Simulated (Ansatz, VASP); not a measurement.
**One calculation of Mo4N, two programs**

```xyz
5
Lattice="4.6507 0.0000 0.0000 0.0000 4.6507 0.0000 0.0000 0.0000 4.6507" Properties=species:S:1:pos:R:3 pbc="T T T"
Mo    2.3253    2.3253    2.3253
Mo    0.0000    2.3253    2.3253
Mo    2.3253    0.0000    2.3253
Mo    2.3253    2.3253    0.0000
N     0.0000    0.0000    0.0000
```

Change from the starting cell: species swapped into the Mn4N type (Pm-3m, No. 221).

Alike in both runs: functional PBE; k mesh 8 × 8 × 8; occupations gaussian, width 0.1 eV; no spin polarisation.

Ansatz relaxed the structure, and its values are those at the end. VASP's run is a single point on that final structure, the one shown.

|  | VASP | Ansatz |
| --- | --- | --- |
| version | VASP 6.6.1 | Ansatz 0.2.0 |
| potentials or method | VASP PAW PBE potentials, release 64 (Mo_sv, N), cutoff 520 eV | scalar-relativistic, plane waves, PAW |
| valence electrons in the cell | 61 | 61 |

Ansatz gave:

* gap on the k mesh at the Fermi level (eV): none
* pressure (GPa): 0.0

Task: Which values does VASP return?

Result: gap on the k mesh at the Fermi level (eV): none; pressure (GPa): 0.6.

A gap of «none» marks a metal or a gap that the smearing closes.
